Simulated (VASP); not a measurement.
# BP6 in VASP: settings compared

BP6 is run at these levels: PBEsol, PBEsol+D3(BJ); tasks: single point.

Program: VASP 6.6.1. These are calculated values, not measurements. Logs are shortened: lines on timing, memory, paths and dates and some standing lists are left out, and cuts for length are marked.

**1. The cell of the first run**

The cell holds a slab with vacuum, 7 atoms: a = 3.317 Å, b = 5.406 Å, c = 24.684 Å, α = 90.00°, β = 90.00°, γ = 107.87°.

**2. Single point, PBEsol**

INCAR reads:

```
  ALGO = Normal
  DIPOL = 0.5 0.5 0.472
  EDIFF = 1E-6
  ENCUT = 520
  GGA = PS
  IDIPOL = 3
  ISIF = 2
  ISMEAR = 0
  LASPH = T
  LCHARG = F
  LDIPOL = T
  LREAL = F
  LWAVE = F
  NBANDS = 26
  NELM = 80
  PREC = Accurate
  SIGMA = 0.1
```

KPOINTS reads:

```
k-points
0
Gamma
  9 6 1
```

POSCAR reads:

```
BP6
1.0
    3.3174142475      0.0000000000      0.0000000000
   -1.6587071238      5.1453560762      0.0000000000
    0.0000000000      0.0000000000     24.6840288700
P B
6 1
Direct
    0.8947174912      0.7894349824      0.3443522143
    0.3947174912      0.7894349824      0.4045877687
    0.6052825088      0.2105650176      0.4293701976
    0.0694122186      0.1381482049      0.4905487024
    0.8300705687      0.6578428178      0.4827001852
    0.2652412103      0.5276566610      0.5376363345
    0.2652412103      0.5276566610      0.6176796641
```

Potentials or basis: VASP PAW PBE potentials, release 64 (P, B).

The run is started by

```
$ cat potpaw_PBE.64/P/POTCAR potpaw_PBE.64/B/POTCAR > POTCAR
$ mpirun -np 1 vasp_std > vasp.out
```

OUTCAR:

```text
EDIFF = 1E-6
   ENCUT = 520
   GGA = PS
   ISIF = 2
   ISMEAR = 0
   LASPH = T
   LREAL = F
   NELM = 80
   PREC = Accurate

 ion  position               nearest neighbor table
   1  0.895  0.789  0.344-   2 2.23   2 2.23
   2  0.395  0.789  0.405-   1 2.23   1 2.23   3 2.25   5 2.63   5 2.63
   3  0.605  0.211  0.429-   2 2.25   4 2.27   4 2.27   5 2.65
   4  0.069  0.138  0.491-   3 2.27   3 2.27   6 2.32   5 2.48
   5  0.830  0.658  0.483-   6 2.24   6 2.25   4 2.48   2 2.63   2 2.63   3 2.65
   6  0.265  0.528  0.538-   7 1.98   5 2.24   5 2.25   4 2.32
   7  0.265  0.528  0.618-   6 1.98

  LATTYP: Found a base centered orthorhombic cell.
 ALAT       =     3.3174142475
 B/A-ratio  =     3.1020280811
 C/A-ratio  =     7.4407436119

  Lattice vectors:

 A1 = (   1.6587071238,  -5.1453560762,   0.0000000000)
 A2 = (   1.6587071237,   5.1453560762,   0.0000000000)
 A3 = (   0.0000000000,   0.0000000000,  24.6840288700)

Analysis of symmetry for initial positions (statically):
=====================================================================
 Subroutine PRICEL returns:
 Original cell was already a primitive cell.

 Routine SETGRP: Setting up the symmetry group for a
 base centered orthorhombic supercell.

 Subroutine GETGRP returns: Found  1 space group operations
 (whereof  1 operations were pure point group operations)
 out of a pool of  8 trial point group operations.

The static configuration has the point symmetry C_1 .

Analysis of symmetry for dynamics (positions and initial velocities):
=====================================================================
 Subroutine PRICEL returns:
 Original cell was already a primitive cell.

 Routine SETGRP: Setting up the symmetry group for a
 base centered orthorhombic supercell.

 Subroutine GETGRP returns: Found  1 space group operations
 (whereof  1 operations were pure point group operations)
 out of a pool of  8 trial point group operations.

The dynamic configuration has the point symmetry C_1 .

 Subroutine INISYM returns: Found  1 space group operations
 (whereof  1 operations are pure point group operations),
 and found     1 'primitive' translations

----------------------------------------------------------------------------------------

                                     Primitive cell

  volume of cell :     421.3385

  direct lattice vectors                    reciprocal lattice vectors
     3.317414247  0.000000000  0.000000000     0.301439593  0.097175005  0.000000000
    -1.658707124  5.145356076  0.000000000     0.000000000  0.194350009  0.000000000
     0.000000000  0.000000000 24.684028870     0.000000000  0.000000000  0.040512025

  length of vectors
     3.317414247  5.406107516 24.684028870     0.316715661  0.194350009  0.040512025

  position of ions in fractional coordinates (direct lattice)
     0.894717491  0.789434982  0.344352214
     0.394717491  0.789434982  0.404587769
     0.605282509  0.210565018  0.429370198
     0.069412219  0.138148205  0.490548702
     0.830070569  0.657842818  0.482700185
     0.265241210  0.527656661  0.537636335
     0.265241210  0.527656661  0.617679664

  ion indices of the primitive-cell ions
   primitive index   ion index
                 1           1
                 2           2
                 3           3
                 4           4
                 5           5
                 6           6
                 7           7

----------------------------------------------------------------------------------------

 KPOINTS: k-points

Automatic generation of k-mesh.
 Grid dimensions read from file:
 generate k-points for:    9    6    1

 Generating k-lattice:

  Cartesian coordinates                     Fractional coordinates (reciprocal lattice)
     0.033493288  0.010797223  0.000000000     0.111111111  0.000000000  0.000000000
     0.000000000  0.032391668  0.000000000     0.000000000  0.166666667  0.000000000
[... 19 lines left out ...]
|                                                                             |
|        The reciprocal lattice is base centered orthorhombic,                |
|        whereas your k-lattice is simple monoclinic.                         |
|                                                                             |
|     Results are often still useful ...                                      |
|                                                                             |
 -----------------------------------------------------------------------------

 WARNING: IBZKPT: internal override: KBLOWUP is changed to .FALSE.
      ... skipping the blow-up phase ...

 Subroutine IBZKPT returns following result:
 ===========================================

 Found     28 irreducible k-points:

 Following reciprocal coordinates:
            Coordinates               Weight
  0.000000  0.000000  0.000000      1.000000
  0.111111 -0.000000  0.000000      2.000000
  0.222222  0.000000  0.000000      2.000000
  0.333333 -0.000000  0.000000      2.000000
  0.444444  0.000000  0.000000      2.000000
  0.000000  0.166667  0.000000      2.000000
[... 16 lines left out ...]
 -0.111111  0.333333  0.000000      2.000000
  0.000000  0.500000  0.000000      1.000000
 [... further k-points ...]
   k-points           NKPTS =     28   k-points in BZ     NKDIM =     28   number of bands    NBANDS=     26
   number of dos      NEDOS =    301   number of ions     NIONS =      7
   total plane-waves  NPLWV = 215040
   dimension x,y,z NGX =    28 NGY =   40 NGZ =  192
   dimension x,y,z NGXF=    56 NGYF=   80 NGZF=  384
   ions per type =               6   1
   NGX,Y,Z   is equivalent  to a cutoff of  14.03, 12.30, 12.93 a.u.
   NGXF,Y,Z  is equivalent  to a cutoff of  28.06, 24.60, 25.86 a.u.
 SYSTEM =  unknown system
   PREC   = accura    normal or accurate (medium, high low for compatibility)
   ISTART =      0    job   : 0-new  1-cont  2-samecut
   ICHARG =      2    charge: 1-file 2-atom 10-const
   ISPIN  =      1    spin polarized calculation?
   LNONCOLLINEAR =      F non collinear calculations
   LSORBIT =      F    spin-orbit coupling
   LASPH  =      T    aspherical Exc in radial PAW
   ENCUT  =  520.0 eV  38.22 Ry    6.18 a.u.   6.17 10.05 45.90*2*pi/ulx,y,z
   NELM   =     80;   NELMIN=  2; NELMDL= -5     # of ELM steps
   EDIFF  = 0.1E-05   stopping-criterion for ELM
   LREAL  =      F    real-space projection
   EDIFFG = 0.1E-04   stopping-criterion for IOM
   NSW    =      0    number of steps for IOM
   IBRION =     -1    ionic relax: 0-MD 1-quasi-New 2-CG
   NFREE  =      0    steps in history (QN), initial steepest desc. (CG)
   ISIF   =      2    stress and relaxation
   ISYM   =      2    0-nonsym 1-usesym 2-fastsym
   POTIM  = 0.5000    time-step for ionic-motion
   TEBEG  =    0.0;   TEEND  =   0.0 temperature during run
   PSTRESS=    0.0 pullay stress
   NELECT =      33.0000    total number of electrons
   NUPDOWN=      -1.0000    fix difference up-down
   EMIN   =  10.00;   EMAX   =-10.00  energy-range for DOS
   EFERMI =   0.00;   METHOD = LEGACY
   ISMEAR =     0;   SIGMA  =   0.10  broadening in eV -4-tet -1-fermi 0-gaus
   EFERMI_NEDOS =   21; number of points for ismear=-14 and -15
   IALGO  =     38    algorithm
   IMIX   =      4    mixing-type and parameters
     AMIX     =   0.40;   BMIX     =  1.00
     AMIX_MAG =   1.60;   BMIX_MAG =  1.00
  volume/ion in A,a.u.               =      60.19       406.19
  Fermi-wavevector in a.u.,A,eV,Ry     =   0.700437  1.323634  6.675181  0.490612
  Thomas-Fermi vector in A             =   1.784590
   LORBIT       =      0    0 simple, 1 ext, 2 COOP (PROOUT), +10 PAW based schemes
   GGA     = PS    functional components
   LHFCALC =     F    Hartree Fock is set to
   AEXX    =    0.0000 exact exchange contribution
   IVDW    =     0    specifies the selected vdW correction
   LEPSILON=     F    determine dielectric tensor
   LRPA    =     F    only Hartree local field effects (RPA)
 non-spin polarized calculation
 Gauss-broadening in eV      SIGMA  =   0.10
  energy-cutoff  :      520.00
  volume of cell :      421.34
 maximum number of plane-waves:     11387
 NGX is ok and might be reduce to    28
   NGX = 13   NGY = 21   NGZ = 91

 dipolmoment           0.000000      0.000000     -0.000308 electrons x Angstroem

 number of electron      33.0000001 magnetization

 dipolmoment           0.000000      0.000000      0.078813 electrons x Angstroem

 Free energy of the ion-electron system (eV)
  ---------------------------------------------------
  ext. energy  EPLUGINS =         0.00000000
  ---------------------------------------------------
  free energy    TOTEN  =       -35.33555538 eV

  energy without entropy =      -35.30870151  energy(sigma->0) =      -35.32212844

 E-fermi :  -2.2464     XC(G=0):  -3.6031

 val. band max:       -2.2515993564   @ k =   0.1111   0.5000   0.0000
 cond. band min:      -2.2335306667   @ k =  -0.1111   0.3333   0.0000
 fundamental gap:      0.0180686897
 Fermi energy:        -2.2464245334

 k-point     1 :       0.0000    0.0000    0.0000
  band No.  band energies     occupation
      1     -18.1421      2.00000
      2     -15.9240      2.00000
      3     -14.6086      2.00000
      4     -12.2517      2.00000
      5     -10.6875      2.00000
      6     -10.3022      2.00000
[... 685 lines left out ...]
     25       1.7216      0.00000
     26       2.0342      0.00000

 [... further k-points ...]

------------------------ aborting loop because EDIFF is reached ----------------------------------------

 vacuum level on the upper side and lower side of the slab       (xc-potential included)         0.403        -0.417

  FORCE on cell =-STRESS in cart. coord.  units (eV):
  Direction    XX          YY          ZZ          XY          YZ          ZX
  --------------------------------------------------------------------------------------
  -------------------------------------------------------------------------------------
  Total       -4.5065626      2.9701326     -1.0497818      0.0250332      1.2644469     -0.0328064
  in kB      -17.1366058     11.2941938     -3.9918888      0.0951909      4.8081718     -0.1247492
  external PRESSURE =      -3.2781003 kB  Pullay stress =       0.0000000 kB

 VOLUME and BASIS-vectors are now :
 -----------------------------------------------------------------------------
  energy-cutoff  :      520.00
  volume of cell :      421.34
      direct lattice vectors                 reciprocal lattice vectors
     3.317414247  0.000000000  0.000000000     0.301439593  0.097175005  0.000000000
    -1.658707124  5.145356076  0.000000000     0.000000000  0.194350009  0.000000000
     0.000000000  0.000000000 24.684028870     0.000000000  0.000000000  0.040512025

 POSITION                                       TOTAL-FORCE (eV/Angst)
 -----------------------------------------------------------------------------------
      1.65871      4.06192      8.50000         0.002498     -0.075335      0.885339
     -0.00000      4.06192      9.98686        -0.000316     -0.381840     -1.308474
      1.65871      1.08343     10.59859         0.010308      0.470243      0.544465
      0.00112      0.71082     12.10872        -0.011440     -0.956314     -0.069020
      1.66252      3.38484     11.91499         0.006119      0.267847     -0.177978
      0.00469      2.71498     13.27103        -0.007462      0.594536      0.108000
      0.00469      2.71498     15.24682         0.000293      0.080862      0.017668
 -----------------------------------------------------------------------------------
    total drift:                                0.000090     -0.000224     -0.000399

  FREE ENERGIE OF THE ION-ELECTRON SYSTEM (eV)
  ---------------------------------------------------
  free  energy   TOTEN  =       -35.3355553833 eV

  energy  without entropy=      -35.3087015063  energy(sigma->0) =      -35.32212844

 vacuum level on the upper side and lower side of the slab         3.943         3.105
```

Run time: 5.2 min. Hardware: 1 thread of Intel Xeon 6975P-C (Granite Rapids), shared host; peak memory 0.63 GiB.

Results:

```yaml
Free_energy: -35.3356 eV
Largest_force: 1.363 eV/Å
```

Forces in eV/Å, atoms in the order of the input:
```
P    0.002 -0.075  0.885
P    0.000 -0.382 -1.308
P    0.010  0.470  0.544
P   -0.011 -0.956 -0.069
P    0.006  0.268 -0.178
P   -0.007  0.595  0.108
B    0.000  0.081  0.018
```

Levels at points of the mesh, in eV from the Fermi level:
```csv
k point,band 13,band 14,band 15,band 16,band 17,band 18,band 19,band 20,band 21,band 22
"(0.00, 0.00, 0.00)",-1.99,-1.84,-0.92,-0.29,0.06,1.32,1.57,2.19,2.45,3.18
"(0.00, 0.50, 0.00)",-1.70,-1.70,-1.35,-0.51,-0.27,0.21,1.76,1.77,2.14,2.59
```

Caveat: the PAW data sets were made with another functional, which shifts forces and pressure a little.

**3. Single point, PBEsol+D3(BJ)**

INCAR reads:

```
SYSTEM = BP6
PREC = Accurate
ENCUT = 520
EDIFF = 1E-6
ISMEAR = 0
SIGMA = 0.1
LREAL = .False.
LASPH = .True.
NELM = 60
ALGO = Normal
ISIF = 2
LWAVE = .False.
LCHARG = .False.
LDIPOL = .True.
IDIPOL = 3
DIPOL = 0.5 0.5 0.472
GGA = PS
IVDW = 12
NBANDS = 26
```

KPOINTS reads:

```
Automatic mesh
0
Gamma
  9 6 1
  0 0 0
```

Changes to POSCAR since step 2:

```diff
@@ -14,2 +14,2 @@
     0.2652412103      0.5276566610      0.5376363345
-    0.2652412103      0.5276566610      0.6176796641
+    0.2652412103      0.5276566610      0.6173024087
```

Potentials or basis: VASP PAW PBE potentials, release 64 (P, B).

The run is started by

```
$ cat potpaw_PBE.64/P/POTCAR potpaw_PBE.64/B/POTCAR > POTCAR
$ mpirun -np 1 vasp_std > vasp.out
```

Wall time 5.4 min (1 thread of Intel Xeon 6975P-C (Granite Rapids), shared host); peak memory 0.63 GiB.

The run converged. Its results:

* Free energy: -36.7355 eV
* Largest force: 1.317 eV/Å
* Dispersion energy per atom: -0.200 eV

Forces in eV/Å, atoms in the order of the input:
```
P    0.002 -0.091  0.928
P    0.000 -0.382 -1.260
P    0.010  0.486  0.593
P   -0.011 -0.970 -0.094
P    0.006  0.270 -0.187
P   -0.008  0.602 -0.009
B    0.000  0.084  0.029
```

Levels at points of the mesh, in eV from the Fermi level:
| k point | band 13 | band 14 | band 15 | band 16 | band 17 | band 18 | band 19 | band 20 | band 21 | band 22 |
| --- | --- | --- | --- | --- | --- | --- | --- | --- | --- | --- |
| (0.00, 0.00, 0.00) | -1.98 | -1.84 | -0.91 | -0.29 | 0.06 | 1.33 | 1.56 | 2.19 | 2.45 | 3.18 |
| (0.00, 0.50, 0.00) | -1.70 | -1.69 | -1.34 | -0.50 | -0.27 | 0.21 | 1.76 | 1.77 | 2.14 | 2.60 |

Caveat: three body term missing; the PAW data sets were made with another functional, which shifts forces and pressure a little.

**4. Single point, PBEsol+D3(BJ)**

INCAR reads:

```
PREC     = Accurate       # precision mode
ENCUT    = 520            # plane-wave cutoff, eV
EDIFF    = 1E-6           # SCF threshold, eV
ISMEAR   = 0              # smearing method
SIGMA    = 0.1            # smearing width, eV
LREAL    = F              # projectors in reciprocal space
LASPH    = T              # aspherical terms in the spheres
NELM     = 100            # most SCF steps
ALGO     = Normal         # electronic algorithm
ISIF     = 2              # what is computed and relaxed
LWAVE    = F              # write WAVECAR
LCHARG   = F              # write CHGCAR
LDIPOL   = T            
IDIPOL   = 3            
DIPOL    = 0.5 0.5 0.472
GGA      = PS             # functional
IVDW     = 12             # dispersion correction
NBANDS   = 26             # bands
```

KPOINTS reads:

```
Automatic mesh
0
Gamma
  9 6 1
```

Changes to POSCAR since step 3:

```diff
@@ -14,2 +14,2 @@
     0.2652412103      0.5276566610      0.5376363345
-    0.2652412103      0.5276566610      0.6173024087
+    0.2652412103      0.5276566610      0.6154194229
```

Potentials or basis: VASP PAW PBE potentials, release 64 (P, B).

The run is started by

```
$ cat potpaw_PBE.64/P/POTCAR potpaw_PBE.64/B/POTCAR > POTCAR
$ mpirun -np 1 vasp_std > vasp.out
```

OUTCAR:

```text
PREC = Accurate
   ENCUT = 520
   EDIFF = 1E-6
   ISMEAR = 0
   LREAL = F
   LASPH = T
   NELM = 100
   ISIF = 2
   GGA = PS
   IVDW = 12
 IVDW          = 12

 ion  position               nearest neighbor table
   1  0.895  0.789  0.344-   2 2.23   2 2.23
   2  0.395  0.789  0.405-   1 2.23   1 2.23   3 2.25   5 2.63   5 2.63
   3  0.605  0.211  0.429-   2 2.25   4 2.27   4 2.27   5 2.65
   4  0.069  0.138  0.491-   3 2.27   3 2.27   6 2.32   5 2.48
   5  0.830  0.658  0.483-   6 2.24   6 2.25   4 2.48   2 2.63   2 2.63   3 2.65
   6  0.265  0.528  0.538-   7 1.92   5 2.24   5 2.25   4 2.32
   7  0.265  0.528  0.615-   6 1.92
[... 938 lines left out ...]
  Total      -5.80767     1.67820    -0.64241     0.02410     1.41890    -0.03255
  in kB     -22.08419     6.38152    -2.44282     0.09166     5.39550    -0.12376
  external pressure =       -6.05 kB  Pullay stress =        0.00 kB

 VOLUME and BASIS-vectors are now :
 -----------------------------------------------------------------------------
  energy-cutoff  :      520.00
  volume of cell :      421.34
      direct lattice vectors                 reciprocal lattice vectors
     3.317414247  0.000000000  0.000000000     0.301439593  0.097175005  0.000000000
    -1.658707124  5.145356076  0.000000000     0.000000000  0.194350009  0.000000000
     0.000000000  0.000000000 24.684028870     0.000000000  0.000000000  0.040512025

 POSITION                                       TOTAL-FORCE (eV/Angst)
 -----------------------------------------------------------------------------------
      1.65871      4.06192      8.50000         0.002139     -0.094370      0.923309
     -0.00000      4.06192      9.98686        -0.000304     -0.386366     -1.266098
      1.65871      1.08343     10.59859         0.010404      0.492041      0.593389
      0.00112      0.71082     12.10872        -0.011201     -1.042481     -0.116217
      1.66252      3.38484     11.91499         0.006958      0.288058     -0.212265
      0.00469      2.71498     13.27103        -0.008442      0.642070     -0.337501
      0.00469      2.71498     15.19103         0.000447      0.101048      0.415383
 -----------------------------------------------------------------------------------
    total drift:                                0.000097     -0.000256     -0.000310

  FREE ENERGIE OF THE ION-ELECTRON SYSTEM (eV)
  ---------------------------------------------------
  free  energy   TOTEN  =       -36.7254637912 eV

  energy  without entropy=      -36.7000080904  energy(sigma->0) =      -36.71273594

 vacuum level on the upper side and lower side of the slab         4.020         3.046
```

It took 4.7 min on 1 thread of Intel Xeon 6975P-C (Granite Rapids), shared host; peak memory 0.62 GiB.

What came out:

| Quantity | Value |
| --- | --- |
| Free energy | -36.7255 eV |
| Largest force | 1.324 eV/Å |
| Dispersion energy per atom | -0.200 eV |

Forces in eV/Å, atoms in the order of the input:
```
P    0.002 -0.094  0.923
P    0.000 -0.386 -1.266
P    0.010  0.492  0.593
P   -0.011 -1.042 -0.116
P    0.007  0.288 -0.212
P   -0.008  0.642 -0.338
B    0.000  0.101  0.415
```

Caveat: three body term missing; the PAW data sets were made with another functional, which shifts forces and pressure a little.
